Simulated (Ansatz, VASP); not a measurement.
# K4C in VASP and in Ansatz

```
K C
1.0
     6.63289    0.00000    0.00000
     0.00000    6.63289    0.00000
     0.00000    0.00000    6.63289
K C
4 1
Direct
  0.24196 0.24196 0.24196
  0.75804 0.75804 0.24196
  0.75804 0.24196 0.75804
  0.24196 0.75804 0.75804
  0.00000 0.00000 0.00000
```

Change from the starting cell: ordered vacancies on the anion sites of cuprite (P-43m, No. 215).

Alike in both runs: functional PBE; k mesh 6 × 6 × 6; occupations gaussian, width 0.1 eV; collinear spin.

Ansatz relaxed the structure, and its values are those at the end. VASP's run is a single point on that final structure, the one shown.

|  | VASP | Ansatz |
| --- | --- | --- |
| version | VASP 6.6.1 | Ansatz 0.2.0 |
| potentials or method | VASP PAW PBE potentials, release 64 (K_sv, C), cutoff 520 eV | scalar-relativistic, plane waves, PAW |
| valence electrons in the cell | 40 | 40 |

|  | VASP | Ansatz | Ansatz less VASP |
| --- | --- | --- | --- |
| gap on the k mesh at the Fermi level (eV) | none | none | - |
| pressure (GPa) | -0.5 | 0.0 | +0.49 |
| rms of the force components (eV/Å) | 0.084 | 0.002 | -0.0819 |
| net moment per atom (μB) | 0.00 | 0.40 | +0.397 |
| size of the moment on the site where the two differ most (μB) | 0.00 | 1.67 | +1.669 |

The net moments are unlike, so the other rows may belong to different states. Site moments also hang on the region over which each program counts them. A gap of «none» marks a metal or a gap that the smearing closes.
